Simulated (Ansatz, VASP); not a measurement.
**Be2CdSe3: VASP beside Ansatz**

```xyz
12
Lattice="5.8219 -3.3670 0.0000 5.8219 3.3670 0.0000 0.0000 0.0000 6.3245" Properties=species:S:1:pos:R:3 pbc="T T T"
Be    3.8115   -1.0683    3.1180
Be    3.8115    1.0683    6.2803
Be    7.8324    1.0683    6.2803
Be    7.8324   -1.0683    3.1180
Cd    5.8219   -2.1761    6.3015
Cd    5.8219    2.1761    3.1393
Se    8.0384   -0.9842    0.8554
Se    3.6054   -0.9842    0.8554
Se    5.8219    1.9328    0.4877
Se    3.6054    0.9842    4.0176
Se    8.0384    0.9842    4.0176
Se    5.8219   -1.9328    3.6499
```

Alike in both runs: functional PBE; k mesh 6 × 6 × 4; occupations gaussian, width 0.02 eV; no spin polarisation.

Ansatz relaxed the structure, and its values are those at the end. VASP's run is a single point on that final structure, the one shown.

|  | VASP | Ansatz |
| --- | --- | --- |
| version | VASP 6.6.1 | Ansatz 0.2.0 |
| potentials or method | VASP PAW PBE potentials, release 64 (Be, Cd, Se), cutoff 520 eV | scalar-relativistic, plane waves, PAW |
| valence electrons in the cell | 68 | 144 |

```tsv
	VASP	Ansatz	Ansatz less VASP
gap on the k mesh at the Fermi level (eV)	2.35	2.35	-0.006
least direct gap on the mesh (eV)	2.35	2.35	-0.006
pressure (GPa)	0.2	0.0	-0.23
rms of the force components (eV/Å)	0.009	0.001	-0.0077
```

VASP's potentials hold 68 valence electrons a cell and Ansatz's 144, so a difference there can come from the potentials and not from the codes.
